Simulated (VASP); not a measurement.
# As (Fd-3m) in VASP: notebook

Runs on As. Level: LDA. Tasks: single point.

Program: VASP 6.6.1. These are calculated values, not measurements. Logs are shortened: lines on timing, memory, paths and dates and some standing lists are left out, and cuts for length are marked.

**1. The cell of the first run**

The structure is cubic, space group Fd-3m (No. 227). Conventional cell: a = 5.507 Å, b = 5.507 Å, c = 5.507 Å, α = 90.00°, β = 90.00°, γ = 90.00°. As (site symmetry -43m) has 4 As at 2.38 Å within 3.1 Å.

**2. Single point, LDA**

Input file INCAR:

```
SYSTEM = As
ALGO = Normal ; EDIFF = 1E-7
ENCUT = 520 ; GGA = CA
ISIF = 2 ; ISMEAR = -1
LASPH = .True. ; LCHARG = .False.
LREAL = .False. ; LWAVE = .False.
NBANDS = 12 ; NELM = 100
PREC = Accurate ; SIGMA = 0.1
```

Input file KPOINTS:

```
k-points
0
Gamma
  12 12 12
  0 0 0
```

Input file POSCAR:

```
As
1.0
    0.0000000000      2.7534774546      2.7534774546
    2.7534774546      0.0000000000      2.7534774546
    2.7534774546      2.7534774546      0.0000000000
As
2
Direct
    0.0000000000      0.0000000000      0.0000000000
    0.2500000000      0.2500000000      0.2500000000
```

Potentials or basis: VASP PAW LDA potentials, release 64 (As).

Run with:

```console
$ cat potpaw_LDA.64/As/POTCAR > POTCAR
$ mpirun -np 1 vasp_std > vasp.out
```

OUTCAR:

```text
SYSTEM = As
   EDIFF = 1E-7
   ENCUT = 520
   GGA = CA
   ISIF = 2
   ISMEAR = -1
   LASPH = .True.
   LREAL = .False.
   NELM = 100
   PREC = Accurate

 ion  position               nearest neighbor table
   1  0.000  0.000  0.000-   2 2.38   2 2.38   2 2.38   2 2.38
   2  0.250  0.250  0.250-   1 2.38   1 2.38   1 2.38   1 2.38

  LATTYP: Found a face centered cubic cell.
 ALAT       =     5.5069549092

  Lattice vectors:

 A1 = (   0.0000000000,   2.7534774546,   2.7534774546)
 A2 = (   2.7534774546,   0.0000000000,   2.7534774546)
 A3 = (   2.7534774546,   2.7534774546,   0.0000000000)

Analysis of symmetry for initial positions (statically):
=====================================================================
 Subroutine PRICEL returns:
 Original cell was already a primitive cell.

 Routine SETGRP: Setting up the symmetry group for a
 face centered cubic supercell.

 Subroutine GETGRP returns: Found 48 space group operations
 (whereof 24 operations were pure point group operations)
 out of a pool of 48 trial point group operations.

The static configuration has the point symmetry T_d .
 The point group associated with its full space group is O_h .

Analysis of symmetry for dynamics (positions and initial velocities):
=====================================================================
 Subroutine PRICEL returns:
 Original cell was already a primitive cell.

 Routine SETGRP: Setting up the symmetry group for a
 face centered cubic supercell.

 Subroutine GETGRP returns: Found 48 space group operations
 (whereof 24 operations were pure point group operations)
 out of a pool of 48 trial point group operations.

The dynamic configuration has the point symmetry T_d .
 The point group associated with its full space group is O_h .

 Subroutine INISYM returns: Found 48 space group operations
 (whereof 24 operations are pure point group operations),
 and found     1 'primitive' translations

----------------------------------------------------------------------------------------

                                     Primitive cell

  volume of cell :      41.7517

  direct lattice vectors                    reciprocal lattice vectors
     0.000000000  2.753477455  2.753477455    -0.181588558  0.181588558  0.181588558
     2.753477455  0.000000000  2.753477455     0.181588558 -0.181588558  0.181588558
     2.753477455  2.753477455  0.000000000     0.181588558  0.181588558 -0.181588558

  length of vectors
     3.894005160  3.894005160  3.894005160     0.314520608  0.314520608  0.314520608

[... 86 lines left out ...]
   ISIF   =      2    stress and relaxation
   ISYM   =      2    0-nonsym 1-usesym 2-fastsym
   POTIM  = 0.5000    time-step for ionic-motion
   TEBEG  =    0.0;   TEEND  =   0.0 temperature during run
   PSTRESS=    0.0 pullay stress
   NELECT =      10.0000    total number of electrons
   NUPDOWN=      -1.0000    fix difference up-down
   EMIN   =  10.00;   EMAX   =-10.00  energy-range for DOS
   EFERMI =   0.00;   METHOD = LEGACY
   ISMEAR =    -1;   SIGMA  =   0.10  broadening in eV -4-tet -1-fermi 0-gaus
   EFERMI_NEDOS =   21; number of points for ismear=-14 and -15
   IALGO  =     38    algorithm
   IMIX   =      4    mixing-type and parameters
     AMIX     =   0.40;   BMIX     =  1.00
     AMIX_MAG =   1.60;   BMIX_MAG =  1.00
  volume/ion in A,a.u.               =      20.88       140.88
  Fermi-wavevector in a.u.,A,eV,Ry     =   1.016678  1.921242 14.063439  1.033634
  Thomas-Fermi vector in A             =   2.150035
   LORBIT       =      0    0 simple, 1 ext, 2 COOP (PROOUT), +10 PAW based schemes
   GGA     = CA    functional components
   LHFCALC =     F    Hartree Fock is set to
   AEXX    =    0.0000 exact exchange contribution
   IVDW    =     0    specifies the selected vdW correction
   LEPSILON=     F    determine dielectric tensor
   LRPA    =     F    only Hartree local field effects (RPA)
 non-spin polarized calculation
  energy-cutoff  :      520.00
  volume of cell :       41.75
 maximum number of plane-waves:      1158
 NGX is ok and might be reduce to    30
   NGX = 15   NGY = 15   NGZ = 15

 number of electron      10.0000000 magnetization

 number of electron       9.9999999 magnetization

 Free energy of the ion-electron system (eV)
  ---------------------------------------------------
  ext. energy  EPLUGINS =         0.00000000
  ---------------------------------------------------
  free energy    TOTEN  =        -9.39422737 eV

  energy without entropy =       -9.37367473  energy(sigma->0) =       -9.38395105

 E-fermi :   6.0546     XC(G=0): -10.1343

 val. band max:        6.0480774756   @ k =   0.2500   0.2500   0.0000
 cond. band min:       6.0666411572   @ k =   0.3333   0.2500   0.0000
 fundamental gap:      0.0185636816
 Fermi energy:         6.0546289780

 k-point     1 :       0.0000    0.0000    0.0000
  band No.  band energies     occupation
      1     -10.2646      2.00000
      2       1.8458      2.00000
      3       3.1463      2.00000
      4       3.1463      2.00000
      5       3.1463      2.00000
      6       6.2787      0.19231
      7       6.2787      0.19231
      8       6.2787      0.19231
      9      10.9393      0.00000
     10      14.0002      0.00000
     11      14.0002      0.00000
     12      15.9458      0.00000
[... 331 lines left out ...]
 k-point    24 :      -0.4167    0.1667    0.0000
  band No.  band energies     occupation
      1      -8.0177      2.00000
      2      -4.8658      2.00000
      3       0.0694      2.00000
      4       1.5147      2.00000
      5       4.9312      1.99997
      6       7.7439      0.00000
      7       8.5798      0.00000
      8      11.2932      0.00000
      9      12.8266      0.00000
     10      14.1437      0.00000
     11      15.0826      0.00000
     12      17.0831      0.00000

 [... further k-points ...]
[... 5 lines left out ...]
  --------------------------------------------------------------------------------------
  -------------------------------------------------------------------------------------
  Total        5.4142941      5.4142941      5.4142941      0.0000000     -0.0000000     -0.0000000
  in kB      207.7676171    207.7676171    207.7676171      0.0000000     -0.0000000     -0.0000000
  external PRESSURE =     207.7676171 kB  Pullay stress =       0.0000000 kB

 VOLUME and BASIS-vectors are now :
 -----------------------------------------------------------------------------
  energy-cutoff  :      520.00
  volume of cell :       41.75
      direct lattice vectors                 reciprocal lattice vectors
     0.000000000  2.753477455  2.753477455    -0.181588558  0.181588558  0.181588558
     2.753477455  0.000000000  2.753477455     0.181588558 -0.181588558  0.181588558
     2.753477455  2.753477455  0.000000000     0.181588558  0.181588558 -0.181588558

 POSITION                                       TOTAL-FORCE (eV/Angst)
 -----------------------------------------------------------------------------------
      0.00000      0.00000      0.00000        -0.000000     -0.000000     -0.000000
      1.37674      1.37674      1.37674         0.000000      0.000000      0.000000
 -----------------------------------------------------------------------------------
    total drift:                               -0.000000     -0.000000      0.000000

  FREE ENERGIE OF THE ION-ELECTRON SYSTEM (eV)
  ---------------------------------------------------
  free  energy   TOTEN  =        -9.3942273716 eV

  energy  without entropy=       -9.3736747314  energy(sigma->0) =       -9.38395105
```

stdout:

```text
POSCAR found type information on POSCAR As
 POSCAR found :  1 types and       2 ions
 scaLAPACK will be used
 LDA part: xc-table for (Slater(with rela. corr.)+CA(PZ))
 , standard interpolation
 POSCAR, INCAR and KPOINTS ok, starting setup
 FFT: planning ... GRIDC
 FFT: planning ... GRID_SOFT
 FFT: planning ... GRID
 WAVECAR not read
 entering main loop
```

Wall time 18 s (1 thread of Intel Xeon 6975P-C (Granite Rapids), shared host); peak memory 0.16 GiB.

What came out:

```yaml
Free_energy: -9.3942 eV
Pressure: 20.8 GPa
Band_gap_on_the_k_mesh: zero (band 5 reaches 7.71 eV, above the bottom of band 6 at 4.66 eV)
```

(Continued in part 2 of 2.)
